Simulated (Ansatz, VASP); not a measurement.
## Cs3Sc2: VASP beside Ansatz

```xyz
5
Lattice="4.3087 0.0000 0.0000 0.0000 4.3087 0.0000 0.0000 0.0000 16.7520" Properties=species:S:1:pos:R:3 pbc="T T T"
Cs    2.1543    2.1543    8.3760
Cs    0.0000    0.0000   13.0876
Cs    0.0000    0.0000    3.6644
Sc    2.1543    2.1543    0.0000
Sc    0.0000    0.0000    0.0000
```

Alike in both runs: functional PBE; k mesh 8 × 8 × 2; occupations gaussian, width 0.1 eV; no spin polarisation.

Ansatz relaxed the structure, and its values are those at the end. VASP's run is a single point on that final structure, the one shown.

```csv
,VASP,Ansatz
version,VASP 6.6.1,Ansatz 0.2.0
potentials or method,"VASP PAW PBE potentials, release 64 (Cs_sv, Sc_sv), cutoff 520 eV","scalar-relativistic, plane waves, PAW"
valence electrons in the cell,49,49
```

```tsv
	VASP	Ansatz	Ansatz less VASP
gap on the k mesh at the Fermi level (eV)	none	none	-
pressure (GPa)	0.0	0.0	+0.01
```

A gap of «none» marks a metal or a gap that the smearing closes. The functional is the same, so the differences come from potentials, cutoffs and numerics.

Spin-orbit coupling is off throughout.
